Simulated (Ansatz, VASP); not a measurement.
**One calculation of TiO2, two programs**

The input INCAR:

```
SYSTEM = TiO2
ALGO     = Normal         ! electronic algorithm
EDIFF    = 1E-7           ! SCF threshold, eV
ENCUT    = 520            ! plane-wave cutoff, eV
GGA      = PE             ! functional
ISIF     = 2              ! what is computed and relaxed
ISMEAR   = -1             ! smearing method
LASPH    = .True.         ! aspherical terms in the spheres
LCHARG   = .False.        ! write CHGCAR
LREAL    = .False.        ! projectors in reciprocal space
LWAVE    = .False.        ! write WAVECAR
NBANDS   = 33             ! bands
NELM     = 100            ! most SCF steps
PREC     = Accurate       ! precision mode
SIGMA    = 0.02           ! smearing width, eV
```

KPOINTS

```
k-points
0
Gamma
  6 6 8
  0 0 0
```

File POSCAR:

```
TiO2
1.0
    4.5508849591      0.0000000000      0.0000000000
    0.0000000000      4.5508849591      0.0000000000
    0.0000000000      0.0000000000      2.9734753986
Ti O
2 4
Direct
    0.0000000000      0.0000000000      0.0000000000
    0.5000000000      0.5000000000      0.5000000000
    0.3042491323      0.3042491323      0.0000000000
    0.1957508677      0.8042491323      0.5000000000
    0.8042491323      0.1957508677      0.5000000000
    0.6957508677      0.6957508677      0.0000000000
```

Input for Ansatz:

```yaml
crystal:
  lattice:
    - [4.5508849591, 0.0, 0.0]
    - [0.0, 4.5508849591, 0.0]
    - [0.0, 0.0, 2.9734753986]
  atoms:
    - { symbol: Ti, position: [0.0, 0.0, 0.0] }
    - { symbol: Ti, position: [0.5, 0.5, 0.5] }
    - { symbol: O, position: [0.3042491323, 0.3042491323, 0.0] }
    - { symbol: O, position: [0.1957508677, 0.8042491323, 0.5] }
    - { symbol: O, position: [0.8042491323, 0.1957508677, 0.5] }
    - { symbol: O, position: [0.6957508677, 0.6957508677, 0.0] }
kpoints:
  mp_grid: { grid: [6, 6, 8] }
  band_path:
    path:
      - [0.0, 0.0, 0.0]
      - [0.0, 0.5, 0.0]
      - [0.5, 0.5, 0.0]
      - [0.0, 0.0, 0.5]
      - [0.0, 0.5, 0.5]
      - [0.5, 0.5, 0.5]
    npoints: 1
hamiltonian:
  xc: pbe
scf:
  occupations: { method: fermi_dirac, width: 0.02 }
  n_extra_bands: 5
output:
  forces: true
  stress: true
  eigenvalues: true
  write_density: true
  write_potential: true
  elf: true
  volumetric_format: npy
```

Change from the starting cell: epitaxial_xy strain -1.0%.

Alike in both runs: task single point; functional PBE; k mesh 6 × 6 × 8; occupations fermi-dirac, width 0.02 eV; no spin polarisation.

|  | VASP | Ansatz |
| --- | --- | --- |
| version | VASP 6.6.1 | Ansatz 0.2.0 |
| potentials or method | VASP PAW PBE potentials, release 64 (Ti_sv, O) | plane waves, PAW |
| plane-wave cutoff (eV) | 520 | 420 |
| valence electrons in the cell | 48 | 48 |

```tsv
	VASP	Ansatz	Ansatz less VASP
gap on the k mesh at the Fermi level (eV)	1.85	1.88	+0.029
pressure (GPa)	8.5	7.8	-0.71
traceless stress, the component that is largest in VASP (GPa)	-2.49	-2.67	-0.178
rms of the force components (eV/Å)	0.030	0.021	-0.0096
```

Atom by atom the forces differ by 0.010 eV/Å (rms over components). With one functional, cell and mesh, what is left measures potentials, basis and numerics.
